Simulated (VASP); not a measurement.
# Nb (P6_3/mmc) in VASP: single point with PBEsol

Aim: the single point of Nb with PBEsol.

Everything below comes from runs of VASP 6.6.1. Logs are shortened: lines on timing, memory, paths and dates and some standing lists are left out, and cuts for length are marked.

## 1. The cell of the first run

It takes space group P6_3/mmc (No. 194, hexagonal). Conventional cell: a = 2.833 Å, b = 2.833 Å, c = 5.187 Å, α = 90.00°, β = 90.00°, γ = 120.00°. Within 3.7 Å of Nb (site symmetry -6m2) lie 12 Nb at 2.83 to 3.07 Å.

## 2. Single point, PBEsol

Input file INCAR:

```
SYSTEM = Nb
PREC = Accurate
ENCUT = 500
EDIFF = 1E-6
ISMEAR = 0
SIGMA = 0.1
LREAL = .FALSE.
LASPH = .TRUE.
NELM = 120
ALGO = Normal
ISIF = 2
LWAVE = .FALSE.
LCHARG = .FALSE.
GGA = PS
NBANDS = 20
GGA_COMPAT = .FALSE.
```

Input file KPOINTS:

```
regular mesh
0
G
  6 6 4
  0 0 0
```

Input file POSCAR:

```
Nb
1.0
    2.8329967259      0.0000000000      0.0000000000
   -1.4164983629      2.4534471335      0.0000000000
    0.0000000000      0.0000000000      5.1867429067
Nb
2
Direct
    0.3333333333      0.6666666667      0.2500000000
    0.6666666667      0.3333333333      0.7500000000
```

Potentials or basis: VASP PAW PBE potentials, release 64 (Nb_sv).

On the command line:

```
$ cat potpaw_PBE.64/Nb_sv/POTCAR > POTCAR
$ mpirun -np 1 vasp_std > vasp.out
```

OUTCAR:

```text
SYSTEM = Nb
   PREC = Accurate
   ENCUT = 500
   EDIFF = 1E-6
   ISMEAR = 0
   LREAL = .FALSE.
   LASPH = .TRUE.
   NELM = 120
   ISIF = 2
   GGA = PS

 ion  position               nearest neighbor table
   1  0.333  0.667  0.250-
   2  0.667  0.333  0.750-

  LATTYP: Found a hexagonal cell.
 ALAT       =     2.8329967259
 C/A-ratio  =     1.8308326513

  Lattice vectors:

 A1 = (   2.8329967259,   0.0000000000,   0.0000000000)
 A2 = (  -1.4164983629,   2.4534471335,   0.0000000000)
 A3 = (   0.0000000000,   0.0000000000,   5.1867429067)

Analysis of symmetry for initial positions (statically):
=====================================================================
 Subroutine PRICEL returns:
 Original cell was already a primitive cell.

 Routine SETGRP: Setting up the symmetry group for a
 hexagonal supercell.

 Subroutine GETGRP returns: Found 24 space group operations
 (whereof 12 operations were pure point group operations)
 out of a pool of 24 trial point group operations.

The static configuration has the point symmetry D_3d.
 The point group associated with its full space group is D_6h.

Analysis of symmetry for dynamics (positions and initial velocities):
=====================================================================
 Subroutine PRICEL returns:
 Original cell was already a primitive cell.

 Routine SETGRP: Setting up the symmetry group for a
 hexagonal supercell.

 Subroutine GETGRP returns: Found 24 space group operations
 (whereof 12 operations were pure point group operations)
 out of a pool of 24 trial point group operations.

The dynamic configuration has the point symmetry D_3d.
 The point group associated with its full space group is D_6h.

 Subroutine INISYM returns: Found 24 space group operations
 (whereof 12 operations are pure point group operations),
 and found     1 'primitive' translations

----------------------------------------------------------------------------------------

                                     Primitive cell

  volume of cell :      36.0510

  direct lattice vectors                    reciprocal lattice vectors
     2.832996726  0.000000000  0.000000000     0.352983112  0.203794895  0.000000000
    -1.416498363  2.453447134  0.000000000     0.000000000  0.407589789  0.000000000
     0.000000000  0.000000000  5.186742907     0.000000000  0.000000000  0.192799223

  length of vectors
     2.832996726  2.832996726  5.186742907     0.407589789  0.407589789  0.192799223

  position of ions in fractional coordinates (direct lattice)
     0.333333333  0.666666667  0.250000000
     0.666666667  0.333333333  0.750000000

  ion indices of the primitive-cell ions
   primitive index   ion index
                 1           1
                 2           2

----------------------------------------------------------------------------------------

 KPOINTS: regular mesh

Automatic generation of k-mesh.
 Grid dimensions read from file:
 generate k-points for:    6    6    4

 Generating k-lattice:

  Cartesian coordinates                     Fractional coordinates (reciprocal lattice)
     0.058830519  0.033965816  0.000000000     0.166666667 -0.000000000  0.000000000
     0.000000000  0.067931632  0.000000000     0.000000000  0.166666667  0.000000000
     0.000000000  0.000000000  0.048199806     0.000000000  0.000000000  0.250000000

  Length of vectors
     0.067931632  0.067931632  0.048199806

  Shift w.r.t. Gamma in fractional coordinates (k-lattice)
     0.000000000  0.000000000  0.000000000

 Subroutine IBZKPT returns following result:
 ===========================================

 Found     21 irreducible k-points:

 Following reciprocal coordinates:
            Coordinates               Weight
  0.000000  0.000000  0.000000      1.000000
  0.166667 -0.000000  0.000000      6.000000
  0.333333 -0.000000  0.000000      6.000000
  0.500000 -0.000000  0.000000      3.000000
  0.166667  0.166667  0.000000      6.000000
  0.333333  0.166667  0.000000     12.000000
[... 13 lines left out ...]
  0.333333  0.166667  0.500000     12.000000
  0.333333  0.333333  0.500000      2.000000
   k-points           NKPTS =     21   k-points in BZ     NKDIM =     21   number of bands    NBANDS=     20
   number of dos      NEDOS =    301   number of ions     NIONS =      2
   total plane-waves  NPLWV =  23040
   dimension x,y,z NGX =    24 NGY =   24 NGZ =   40
   dimension x,y,z NGXF=    48 NGYF=   48 NGZF=   80
   ions per type =               2
   NGX,Y,Z   is equivalent  to a cutoff of  14.08, 14.08, 12.82 a.u.
   NGXF,Y,Z  is equivalent  to a cutoff of  28.17, 28.17, 25.64 a.u.
 SYSTEM =  Nb
   PREC   = accura    normal or accurate (medium, high low for compatibility)
   ISTART =      0    job   : 0-new  1-cont  2-samecut
   ICHARG =      2    charge: 1-file 2-atom 10-const
   ISPIN  =      1    spin polarized calculation?
   LNONCOLLINEAR =      F non collinear calculations
   LSORBIT =      F    spin-orbit coupling
   LASPH  =      T    aspherical Exc in radial PAW
   ENCUT  =  500.0 eV  36.75 Ry    6.06 a.u.   5.17  5.17  9.46*2*pi/ulx,y,z
   NELM   =    120;   NELMIN=  2; NELMDL= -5     # of ELM steps
   EDIFF  = 0.1E-05   stopping-criterion for ELM
   LREAL  =      F    real-space projection
[... 7 lines left out ...]
   TEBEG  =    0.0;   TEEND  =   0.0 temperature during run
   PSTRESS=    0.0 pullay stress
   NELECT =      26.0000    total number of electrons
   NUPDOWN=      -1.0000    fix difference up-down
   EMIN   =  10.00;   EMAX   =-10.00  energy-range for DOS
   EFERMI =   0.00;   METHOD = LEGACY
   ISMEAR =     0;   SIGMA  =   0.10  broadening in eV -4-tet -1-fermi 0-gaus
   EFERMI_NEDOS =   21; number of points for ismear=-14 and -15
   IALGO  =     38    algorithm
   IMIX   =      4    mixing-type and parameters
     AMIX     =   0.40;   BMIX     =  1.00
     AMIX_MAG =   1.60;   BMIX_MAG =  1.00
  volume/ion in A,a.u.               =      18.03       121.64
  Fermi-wavevector in a.u.,A,eV,Ry     =   1.468115  2.774335 29.325481  2.155362
  Thomas-Fermi vector in A             =   2.583652
   LORBIT       =      0    0 simple, 1 ext, 2 COOP (PROOUT), +10 PAW based schemes
   GGA     = PS    functional components
   LHFCALC =     F    Hartree Fock is set to
   AEXX    =    0.0000 exact exchange contribution
   IVDW    =     0    specifies the selected vdW correction
   LEPSILON=     F    determine dielectric tensor
   LRPA    =     F    only Hartree local field effects (RPA)
 non-spin polarized calculation
 Gauss-broadening in eV      SIGMA  =   0.10
  energy-cutoff  :      500.00
  volume of cell :       36.05
 maximum number of plane-waves:       928
 NGX is ok and might be reduce to    24
   NGX = 11   NGY = 11   NGZ = 19

 number of electron      25.9999999 magnetization

 Free energy of the ion-electron system (eV)
  ---------------------------------------------------
  ext. energy  EPLUGINS =         0.00000000
  ---------------------------------------------------
  free energy    TOTEN  =       -21.33147982 eV

  energy without entropy =      -21.31570868  energy(sigma->0) =      -21.32359425

 E-fermi :  11.5287     XC(G=0): -12.6060

 val. band max:       11.4549336659   @ k =   0.1667   0.1667   0.0000
 cond. band min:      11.5385205590   @ k =   0.3333  -0.0000   0.0000
 fundamental gap:      0.0835868931
 Fermi energy:        11.5287482498

 k-point     1 :       0.0000    0.0000    0.0000
  band No.  band energies     occupation
      1     -43.1979      2.00000
      2     -43.0546      2.00000
      3     -19.7579      2.00000
      4     -18.7188      2.00000
      5     -18.4754      2.00000
      6     -18.4754      2.00000
[... 12 lines left out ...]
     19      15.8625      0.00000
     20      15.8625      0.00000

 k-point     2 :       0.1667   -0.0000    0.0000
  band No.  band energies     occupation
      1     -43.1318      2.00000
      2     -43.0049      2.00000
      3     -19.6409      2.00000
      4     -18.8580      2.00000
      5     -18.7653      2.00000
      6     -18.7239      2.00000
[... 12 lines left out ...]
     19      16.0593      0.00000
     20      17.8058      0.00000

 k-point     3 :       0.3333   -0.0000    0.0000
  band No.  band energies     occupation
      1     -42.9918      2.00000
      2     -42.9088      2.00000
      3     -19.5921      2.00000
      4     -19.4706      2.00000
      5     -19.3661      2.00000
      6     -18.7708      2.00000
[... 12 lines left out ...]
     19      16.0960      0.00000
     20      20.3644      0.00000

 k-point     4 :       0.5000   -0.0000    0.0000
  band No.  band energies     occupation
      1     -42.9131      2.00000
      2     -42.8671      2.00000
      3     -19.9430      2.00000
      4     -19.8021      2.00000
      5     -19.1736      2.00000
      6     -18.8494      2.00000
[... 12 lines left out ...]
     19      17.9722      0.00000
     20      18.7552      0.00000

 k-point     5 :       0.1667    0.1667    0.0000
  band No.  band energies     occupation
      1     -43.0282      2.00000
      2     -42.9320      2.00000
      3     -19.4433      2.00000
      4     -19.2926      2.00000
      5     -19.2909      2.00000
      6     -18.7614      2.00000
[... 12 lines left out ...]
     19      15.6403      0.00000
     20      20.2144      0.00000
[... 284 lines left out ...]
      6     -18.9419      2.00000
[... 12 lines left out ...]
     19      17.2828      0.00000
     20      17.2828      0.00000

 k-point    19 :       0.1667    0.1667    0.5000
  band No.  band energies     occupation
      1     -42.9803      2.00000
      2     -42.9803      2.00000
      3     -19.4081      2.00000
      4     -19.4081      2.00000
      5     -18.9867      2.00000
      6     -18.9867      2.00000
[... 12 lines left out ...]
     19      15.6838      0.00000
     20      15.6838      0.00000

 k-point    20 :       0.3333    0.1667    0.5000
  band No.  band energies     occupation
      1     -42.8903      2.00000
      2     -42.8903      2.00000
      3     -19.7608      2.00000
      4     -19.7608      2.00000
      5     -19.0477      2.00000
      6     -19.0477      2.00000
[... 12 lines left out ...]
     19      18.5324      0.00000
     20      18.5324      0.00000

 k-point    21 :       0.3333    0.3333    0.5000
  band No.  band energies     occupation
      1     -42.8601      2.00000
      2     -42.8601      2.00000
      3     -19.5603      2.00000
      4     -19.5603      2.00000
      5     -19.4472      2.00000
      6     -19.4472      2.00000
[... 12 lines left out ...]
     19      20.8631      0.00000
     20      20.8631      0.00000

------------------------ aborting loop because EDIFF is reached ----------------------------------------

  FORCE on cell =-STRESS in cart. coord.  units (eV):
  Direction    XX          YY          ZZ          XY          YZ          ZX
  --------------------------------------------------------------------------------------
  -------------------------------------------------------------------------------------
  Total       -0.7760811     -0.7760811      0.1943550     -0.0000000      0.0000000     -0.0000000
  in kB      -34.4905544    -34.4905544      8.6375148     -0.0000000      0.0000000     -0.0000000
  external PRESSURE =     -20.1145313 kB  Pullay stress =       0.0000000 kB

 VOLUME and BASIS-vectors are now :
 -----------------------------------------------------------------------------
  energy-cutoff  :      500.00
  volume of cell :       36.05
      direct lattice vectors                 reciprocal lattice vectors
     2.832996726  0.000000000  0.000000000     0.352983112  0.203794895  0.000000000
    -1.416498363  2.453447134  0.000000000     0.000000000  0.407589789  0.000000000
     0.000000000  0.000000000  5.186742907     0.000000000  0.000000000  0.192799223

 POSITION                                       TOTAL-FORCE (eV/Angst)
 -----------------------------------------------------------------------------------
     -0.00000      1.63563      1.29669        -0.000000      0.000000      0.000000
      1.41650      0.81782      3.89006         0.000000     -0.000000      0.000000
 -----------------------------------------------------------------------------------
    total drift:                               -0.000000      0.000000     -0.000000

  FREE ENERGIE OF THE ION-ELECTRON SYSTEM (eV)
  ---------------------------------------------------
  free  energy   TOTEN  =       -21.3314798221 eV

  energy  without entropy=      -21.3157086847  energy(sigma->0) =      -21.32359425
```

Run time: 7.1 s. Hardware: 1 thread of Intel Xeon Platinum 8559C (Emerald Rapids), shared host; peak memory 0.15 GiB.

Results:

| Item | Value |
| --- | --- |
| Free energy | -21.3315 eV |
| Pressure | -2.0 GPa |
| Band gap on the k mesh | zero (band 13 reaches 13.59 eV, above the bottom of band 14 at 10.53 eV) |

Levels at points of the mesh, in eV from the Fermi level:
```
           k point  band 11  band 12  band 13  band 14  band 15  band 16
(0.00, 0.00, 0.00)    -1.18     0.19     0.19     0.39     0.65     0.65
(0.50, 0.00, 0.00)    -3.54    -0.70     0.22     0.27     0.62     4.52
(0.00, 0.00, 0.50)    -1.42    -1.42     0.25     0.25     0.25     0.25
(0.50, 0.00, 0.50)    -2.64    -2.64     2.06     2.06     2.16     2.16
```

Caveat: the k points lie up to 0.43 Å⁻¹ apart; the PAW data sets were made with another functional, which shifts forces and pressure a little.
